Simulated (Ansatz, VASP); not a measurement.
## One calculation of ZrMoS3, two programs

File INCAR:

```
SYSTEM = ZrMoS3
ALGO = Fast
EDIFF = 1E-6
EDIFFG = -0.01
ENCUT = 600
GGA = PE
IBRION = 2
ISIF = 3
ISMEAR = 0
ISPIN = 2
KPAR = 4
LASPH = .TRUE.
LCHARG = .FALSE.
LMAXMIX = 4
LORBIT = 11
LREAL = .FALSE.
LWAVE = .FALSE.
MAGMOM = 0 4.34 0 0 0
NELM = 150
NSW = 100
PREC = Accurate
SIGMA = 0.1
```

The input KPOINTS:

```
k-points
0
G
  8 8 8
  0 0 0
```

POSCAR

```
ZrMoS3
1.0
    4.9534865274      0.0000000000      0.0000000000
    0.0000000000      4.9534865274      0.0000000000
    0.0000000000      0.0000000000      4.9534865274
Zr Mo S
1 1 3
Direct
    0.5000000000      0.5000000000      0.5000000000
    0.0000000000      0.0000000000      0.0000000000
    0.0000000000      0.5000000000      0.5000000000
    0.5000000000      0.0000000000      0.5000000000
    0.5000000000      0.5000000000      0.0000000000
```

Input for Ansatz:

```yaml
crystal:
  lattice:
    - [4.9534865274, 0.0, 0.0]
    - [0.0, 4.9534865274, 0.0]
    - [0.0, 0.0, 4.9534865274]
  atoms:
    - { symbol: Zr, position: [0.5, 0.5, 0.5] }
    - { symbol: Mo, position: [0.0, 0.0, 0.0], spin: 4.34 }
    - { symbol: S, position: [0.0, 0.5, 0.5] }
    - { symbol: S, position: [0.5, 0.0, 0.5] }
    - { symbol: S, position: [0.5, 0.5, 0.0] }
basis:
  ecutwfc: 420
kpoints:
  mp_grid: { grid: [8, 8, 8] }
hamiltonian:
  xc: pbe
scf:
  occupations: { method: gaussian, width: 0.1 }
output:
  forces: true
  stress: true
  eigenvalues: true
  populations: true
magnetization:
  spin_polarized: true
relax:
  adjacent_minimum: "off"
  f_tol: 0.01
  max_steps: 80
  cell: { stress_tol: 0.05 }
```

Alike in both runs: task relaxation of cell and atoms; functional PBE; k mesh 8 × 8 × 8; occupations gaussian, width 0.1 eV; collinear spin.

|  | VASP | Ansatz |
| --- | --- | --- |
| version | VASP 6.6.1 | Ansatz 0.2.0 |
| potentials or method | VASP PAW PBE potentials, release 64 (Zr_sv, Mo_sv, S), cutoff 600 eV | scalar-relativistic, plane waves, PAW |
| valence electrons in the cell | 44 | 44 |

|  | VASP | Ansatz | Ansatz less VASP |
| --- | --- | --- | --- |
| gap on the k mesh at the Fermi level, each at its own relaxed structure (eV) | none | none | - |
| net moment per atom (μB) | 0.80 | 0.80 | 0.000 |
| size of the moment on the site where the two differ most (μB) | 3.69 | 3.94 | +0.254 |
| relaxed volume (Å³/atom) | 24.16 | 24.17 | +0.009 |
| relaxed length of the cell vector where the two differ most in proportion (Å) | 4.944 | 4.944 | +0.0006 |

Site moments also hang on the region over which each program counts them. A gap of «none» marks a metal or a gap that the smearing closes.
